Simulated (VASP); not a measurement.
# CdGa2O3 (P-4m2) in VASP: single point with PBE

Aim: the single point of CdGa2O3 with PBE.

Everything below comes from runs of VASP 6.6.1. Logs are shortened: lines on timing, memory, paths and dates and some standing lists are left out, and cuts for length are marked.

### Step 1. The cell of the first run

It takes space group P-4m2 (No. 115, tetragonal). Conventional cell: a = 3.161 Å, b = 3.161 Å, c = 8.334 Å, α = 90.00°, β = 90.00°, γ = 90.00°. Cd (site symmetry -4m2) has 4 O at 2.24 Å within 3.0 Å. Within 2.7 Å of Ga (site symmetry 2mm) lie 5 O at 2.07 to 2.25 Å. O (site symmetry -4m2) has 4 Cd at 2.24 Å within 3.0 Å. Within 2.7 Å of O (site symmetry 2mm) lie 5 Ga at 2.07 to 2.25 Å.

The cell was generated, and may not be a known phase.

### Step 2. Single point, PBE

Input file INCAR:

```
PREC = Accurate ; ENCUT = 700
EDIFF = 1E-6 ; ISMEAR = 0
SIGMA = 0.1 ; LREAL = F
LASPH = T ; NELM = 120
ALGO = Normal ; ISIF = 2
LWAVE = F ; LCHARG = T
GGA = PE ; LELF = T
LVHAR = T ; NBANDS = 41
GGA_COMPAT = F
```

Input file KPOINTS:

```
regular mesh
0
Gamma
  6 6 4
```

Input file POSCAR:

```
CdGa2O3
1.0
    3.1609595750      0.0000000000      0.0000000000
    0.0000000000      3.1609595750      0.0000000000
    0.0000000000      0.0000000000      8.3338779031
Cd Ga O
1 2 3
Direct
    0.0000000000      0.0000000000      0.0000000000
    0.0000000000      0.5000000000      0.6370993111
    0.5000000000      0.0000000000      0.3629006889
    0.5000000000      0.5000000000      0.0000000000
    0.0000000000      0.5000000000      0.3891915507
    0.5000000000      0.0000000000      0.6108084493
```

Potentials or basis: VASP PAW PBE potentials, release 64 (Cd_sv_GW, Ga_d, O).

Started as:

```console
$ cat potpaw_PBE.64/Cd_sv_GW/POTCAR potpaw_PBE.64/Ga_d/POTCAR potpaw_PBE.64/O/POTCAR > POTCAR
$ mpirun -np 1 vasp_std > vasp.out
```

OUTCAR:

```text
PREC = Accurate
   ENCUT = 700
   EDIFF = 1E-6
   ISMEAR = 0
   LREAL = F
   LASPH = T
   NELM = 120
   ISIF = 2
   GGA = PE

 ion  position               nearest neighbor table
   1  0.000  0.000  0.000-   4 2.24   4 2.24   4 2.24   4 2.24
   2  0.000  0.500  0.637-   5 2.07   6 2.25   6 2.25   6 2.25   6 2.25
   3  0.500  0.000  0.363-   6 2.07   5 2.25   5 2.25   5 2.25   5 2.25
   4  0.500  0.500  0.000-   1 2.24   1 2.24   1 2.24   1 2.24
   5  0.000  0.500  0.389-   2 2.07   3 2.25   3 2.25   3 2.25   3 2.25
   6  0.500  0.000  0.611-   3 2.07   2 2.25   2 2.25   2 2.25   2 2.25

  LATTYP: Found a simple tetragonal cell.
 ALAT       =     3.1609595750
 C/A-ratio  =     2.6365025257

  Lattice vectors:

 A1 = (   3.1609595750,   0.0000000000,   0.0000000000)
 A2 = (   0.0000000000,   3.1609595750,   0.0000000000)
 A3 = (   0.0000000000,   0.0000000000,   8.3338779031)

Analysis of symmetry for initial positions (statically):
=====================================================================
 Subroutine PRICEL returns:
 Original cell was already a primitive cell.

 Routine SETGRP: Setting up the symmetry group for a
 simple tetragonal supercell.

 Subroutine GETGRP returns: Found  8 space group operations
 (whereof  8 operations were pure point group operations)
 out of a pool of 16 trial point group operations.

The static configuration has the point symmetry D_2d.

Analysis of symmetry for dynamics (positions and initial velocities):
=====================================================================
 Subroutine PRICEL returns:
 Original cell was already a primitive cell.

 Routine SETGRP: Setting up the symmetry group for a
 simple tetragonal supercell.

 Subroutine GETGRP returns: Found  8 space group operations
 (whereof  8 operations were pure point group operations)
 out of a pool of 16 trial point group operations.

The dynamic configuration has the point symmetry D_2d.

 Subroutine INISYM returns: Found  8 space group operations
 (whereof  8 operations are pure point group operations),
 and found     1 'primitive' translations

----------------------------------------------------------------------------------------

                                     Primitive cell

  volume of cell :      83.2693

  direct lattice vectors                    reciprocal lattice vectors
     3.160959575  0.000000000  0.000000000     0.316359629  0.000000000  0.000000000
     0.000000000  3.160959575  0.000000000     0.000000000  0.316359629  0.000000000
     0.000000000  0.000000000  8.333877903     0.000000000  0.000000000  0.119992159

  length of vectors
     3.160959575  3.160959575  8.333877903     0.316359629  0.316359629  0.119992159

  position of ions in fractional coordinates (direct lattice)
     0.000000000  0.000000000  0.000000000
     0.000000000  0.500000000  0.637099311
     0.500000000  0.000000000  0.362900689
     0.500000000  0.500000000  0.000000000
     0.000000000  0.500000000  0.389191551
     0.500000000  0.000000000  0.610808449

  ion indices of the primitive-cell ions
   primitive index   ion index
                 1           1
                 2           2
                 3           3
                 4           4
                 5           5
                 6           6

----------------------------------------------------------------------------------------

 KPOINTS: regular mesh

Automatic generation of k-mesh.
 Grid dimensions read from file:
 generate k-points for:    6    6    4

 Generating k-lattice:

  Cartesian coordinates                     Fractional coordinates (reciprocal lattice)
     0.052726605  0.000000000  0.000000000     0.166666667  0.000000000  0.000000000
     0.000000000  0.052726605  0.000000000     0.000000000  0.166666667  0.000000000
     0.000000000  0.000000000  0.029998040     0.000000000  0.000000000  0.250000000

  Length of vectors
     0.052726605  0.052726605  0.029998040

  Shift w.r.t. Gamma in fractional coordinates (k-lattice)
     0.000000000  0.000000000  0.000000000

 Subroutine IBZKPT returns following result:
 ===========================================

 Found     30 irreducible k-points:

 Following reciprocal coordinates:
            Coordinates               Weight
  0.000000  0.000000  0.000000      1.000000
  0.166667  0.000000  0.000000      4.000000
  0.333333  0.000000  0.000000      4.000000
  0.500000  0.000000  0.000000      2.000000
  0.166667  0.166667  0.000000      4.000000
  0.333333  0.166667  0.000000      8.000000
[... 16 lines left out ...]
  0.333333  0.000000  0.500000      4.000000
  0.500000  0.000000  0.500000      2.000000
 [... further k-points ...]
   k-points           NKPTS =     30   k-points in BZ     NKDIM =     30   number of bands    NBANDS=     41
   number of dos      NEDOS =    301   number of ions     NIONS =      6
   total plane-waves  NPLWV =  56448
   dimension x,y,z NGX =    28 NGY =   28 NGZ =   72
   dimension x,y,z NGXF=    56 NGYF=   56 NGZF=  144
   ions per type =               1   2   3
   NGX,Y,Z   is equivalent  to a cutoff of  14.73, 14.73, 14.36 a.u.
   NGXF,Y,Z  is equivalent  to a cutoff of  29.45, 29.45, 28.73 a.u.
 SYSTEM =  unknown system
   PREC   = accura    normal or accurate (medium, high low for compatibility)
   ISTART =      0    job   : 0-new  1-cont  2-samecut
   ICHARG =      2    charge: 1-file 2-atom 10-const
   ISPIN  =      1    spin polarized calculation?
   LNONCOLLINEAR =      F non collinear calculations
   LSORBIT =      F    spin-orbit coupling
   LASPH  =      T    aspherical Exc in radial PAW
   ENCUT  =  700.0 eV  51.45 Ry    7.17 a.u.   6.82  6.82 17.98*2*pi/ulx,y,z
   NELM   =    120;   NELMIN=  2; NELMDL= -5     # of ELM steps
   EDIFF  = 0.1E-05   stopping-criterion for ELM
   LREAL  =      F    real-space projection
   EDIFFG = 0.1E-04   stopping-criterion for IOM
   NSW    =      0    number of steps for IOM
   IBRION =     -1    ionic relax: 0-MD 1-quasi-New 2-CG
   NFREE  =      0    steps in history (QN), initial steepest desc. (CG)
   ISIF   =      2    stress and relaxation
   ISYM   =      2    0-nonsym 1-usesym 2-fastsym
   POTIM  = 0.5000    time-step for ionic-motion
   TEBEG  =    0.0;   TEEND  =   0.0 temperature during run
   PSTRESS=    0.0 pullay stress
   NELECT =      64.0000    total number of electrons
   NUPDOWN=      -1.0000    fix difference up-down
   EMIN   =  10.00;   EMAX   =-10.00  energy-range for DOS
   EFERMI =   0.00;   METHOD = LEGACY
   ISMEAR =     0;   SIGMA  =   0.10  broadening in eV -4-tet -1-fermi 0-gaus
   EFERMI_NEDOS =   21; number of points for ismear=-14 and -15
   IALGO  =     38    algorithm
   IMIX   =      4    mixing-type and parameters
     AMIX     =   0.40;   BMIX     =  1.00
     AMIX_MAG =   1.60;   BMIX_MAG =  1.00
  volume/ion in A,a.u.               =      13.88        93.65
  Fermi-wavevector in a.u.,A,eV,Ry     =   1.499592  2.833818 30.596462  2.248777
  Thomas-Fermi vector in A             =   2.611202
   LORBIT       =      0    0 simple, 1 ext, 2 COOP (PROOUT), +10 PAW based schemes
   GGA     = PE    functional components
   LHFCALC =     F    Hartree Fock is set to
   AEXX    =    0.0000 exact exchange contribution
   IVDW    =     0    specifies the selected vdW correction
   LEPSILON=     F    determine dielectric tensor
   LRPA    =     F    only Hartree local field effects (RPA)
 non-spin polarized calculation
 Gauss-broadening in eV      SIGMA  =   0.10
  energy-cutoff  :      700.00
  volume of cell :       83.27
 maximum number of plane-waves:      3548
 NGX is ok and might be reduce to    28
   NGX = 13   NGY = 13   NGZ = 35

 number of electron      64.0000002 magnetization

 Free energy of the ion-electron system (eV)
  ---------------------------------------------------
  ext. energy  EPLUGINS =         0.00000000
  ---------------------------------------------------
  free energy    TOTEN  =       -26.51946390 eV

  energy without entropy =      -26.50205363  energy(sigma->0) =      -26.51075876

 E-fermi :   5.0106     XC(G=0): -10.9424

 val. band max:        4.9864328824   @ k =   0.1667   0.1667   0.2500
 cond. band min:       5.0521576319   @ k =   0.3333   0.1667   0.0000
 fundamental gap:      0.0657247495
 Fermi energy:         5.0105818178

 k-point     1 :       0.0000    0.0000    0.0000
  band No.  band energies     occupation
      1     -96.8316      2.00000
      2     -58.0676      2.00000
      3     -57.8221      2.00000
      4     -57.8221      2.00000
      5     -15.2275      2.00000
      6     -14.1815      2.00000
[... 33 lines left out ...]
     40      14.8768      0.00000
     41      15.1207      0.00000

 k-point     2 :       0.1667    0.0000    0.0000
  band No.  band energies     occupation
      1     -96.8314      2.00000
      2     -58.0673      2.00000
      3     -57.8265      2.00000
      4     -57.8217      2.00000
      5     -15.0591      2.00000
      6     -14.1247      2.00000
[... 33 lines left out ...]
     40      14.2589      0.00000
     41      14.8298      0.00000

 k-point     3 :       0.3333    0.0000    0.0000
  band No.  band energies     occupation
      1     -96.8310      2.00000
      2     -58.0667      2.00000
      3     -57.8352      2.00000
      4     -57.8209      2.00000
      5     -14.6403      2.00000
      6     -14.0615      2.00000
[... 33 lines left out ...]
     40      13.1765      0.00000
     41      13.5273      0.00000

 k-point     4 :       0.5000    0.0000    0.0000
  band No.  band energies     occupation
      1     -96.8308      2.00000
      2     -58.0664      2.00000
      3     -57.8395      2.00000
      4     -57.8206      2.00000
      5     -14.2226      2.00000
      6     -14.2202      2.00000
[... 825 lines left out ...]
     40      14.1939      0.00000
     41      14.6673      0.00000

 k-point    23 :       0.3333    0.0000    0.5000
  band No.  band energies     occupation
      1     -96.8310      2.00000
      2     -58.0667      2.00000
      3     -57.8352      2.00000
      4     -57.8209      2.00000
      5     -14.6395      2.00000
      6     -14.0623      2.00000
[... 33 lines left out ...]
     40      13.1478      0.00000
     41      13.7223      0.00000

 k-point    24 :       0.5000    0.0000    0.5000
  band No.  band energies     occupation
      1     -96.8308      2.00000
      2     -58.0664      2.00000
      3     -57.8395      2.00000
      4     -57.8206      2.00000
      5     -14.2225      2.00000
      6     -14.2199      2.00000
[... 33 lines left out ...]
     40      12.7572      0.00000
     41      12.8817      0.00000

 [... further k-points ...]

------------------------ aborting loop because EDIFF is reached ----------------------------------------

  FORCE on cell =-STRESS in cart. coord.  units (eV):
  Direction    XX          YY          ZZ          XY          YZ          ZX
  --------------------------------------------------------------------------------------
  -------------------------------------------------------------------------------------
  Total        0.0382818      0.0382818      0.2699667      0.0000000      0.0000000      0.0000000
  in kB        0.7365769      0.7365769      5.1944046      0.0000000      0.0000000      0.0000000
  external PRESSURE =       2.2225195 kB  Pullay stress =       0.0000000 kB

 VOLUME and BASIS-vectors are now :
 -----------------------------------------------------------------------------
  energy-cutoff  :      700.00
  volume of cell :       83.27
      direct lattice vectors                 reciprocal lattice vectors
     3.160959575  0.000000000  0.000000000     0.316359629  0.000000000  0.000000000
     0.000000000  3.160959575  0.000000000     0.000000000  0.316359629  0.000000000
     0.000000000  0.000000000  8.333877903     0.000000000  0.000000000  0.119992159

 POSITION                                       TOTAL-FORCE (eV/Angst)
 -----------------------------------------------------------------------------------
      0.00000      0.00000      0.00000         0.000000      0.000000      0.000000
      0.00000      1.58048      5.30951        -0.000000      0.000000      0.053908
      1.58048      0.00000      3.02437         0.000000      0.000000     -0.053908
      1.58048      1.58048      0.00000         0.000000      0.000000      0.000000
      0.00000      1.58048      3.24347         0.000000     -0.000000     -0.031996
      1.58048      0.00000      5.09040         0.000000     -0.000000      0.031996
 -----------------------------------------------------------------------------------
    total drift:                               -0.000000      0.000000      0.000000

  FREE ENERGIE OF THE ION-ELECTRON SYSTEM (eV)
  ---------------------------------------------------
  free  energy   TOTEN  =       -26.5194639004 eV

  energy  without entropy=      -26.5020536267  energy(sigma->0) =      -26.51075876
```

Wall time 95 s (1 thread of Intel Xeon 6975P-C (Granite Rapids), shared host); peak memory 0.35 GiB.

Results:

```yaml
Free_energy: -26.5195 eV
Pressure: 0.2 GPa
Largest_force: 0.054 eV/Å
Band_gap_on_the_k_mesh: zero (bands 32 and 33 overlap by 1.66 eV)
```

Forces in eV/Å, atoms in the order of the input:
```
Cd   0.000  0.000  0.000
Ga   0.000  0.000  0.054
Ga   0.000  0.000 -0.054
O    0.000  0.000  0.000
O    0.000  0.000 -0.032
O    0.000  0.000  0.032
```

The gap in the log of VASP goes by the Fermi energy; the results here count the filled bands.